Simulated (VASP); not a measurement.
AgCl:

```
Ag Cl
1.0
    -2.23338    2.23338    2.74934
     2.23338   -2.23338    2.74934
     2.23338    2.23338   -2.74934
Ag Cl
1 1
Direct
  0.00000 0.00000 0.00000
  0.25000 0.75000 0.50000
```

```yaml
Program: VASP 6.6.1
Task: relaxation of cell and atoms
Functional: PBE
Potentials_or_basis: VASP PAW PBE potentials, release 64 (Ag, Cl)
Cutoff: 600 eV
k_mesh: 8 × 8 × 8
Occupations: gaussian, width 0.02 eV
Spin: no spin polarisation
```

At the start: pressure 0.0 GPa; volume 27.43 Å³/atom.

Q: Where does the relaxation end?

A: Over 8 steps the energy falls by 3.0 meV/atom and the volume is 27.71 Å³/atom (+1.0 %); space group F-43m (No. 216, to 0.05 Å).

Step by step:
| step | energy change (eV) | largest force (eV/Å) | pressure (GPa) | volume (Å³) |
| --- | --- | --- | --- | --- |
| 1 | 0.0000 | 0.0000 | 0.01 | 54.85 |
| 2 | -0.0003 | 0.0000 | 0.01 | 54.87 |
| 3 | -0.0011 | 0.0000 | 0.04 | 54.91 |
| 4 | -0.0025 | 0.0000 | 0.07 | 54.97 |
| 5 | -0.0046 | 0.0000 | 0.14 | 55.06 |
| 6 | -0.0058 | 0.0000 | 0.20 | 55.10 |
| 7 | -0.0051 | 0.0000 | -0.36 | 56.12 |
| 8 | -0.0060 | 0.0000 | 0.02 | 55.42 |

Final structure:
```
Ag Cl
1.0
    -2.13470    2.13470    3.04013
     2.13470   -2.13470    3.04013
     2.13470    2.13470   -3.04013
Ag Cl
1 1
Direct
  0.00000 0.00000 0.00000
  0.25000 0.75000 0.50000
```
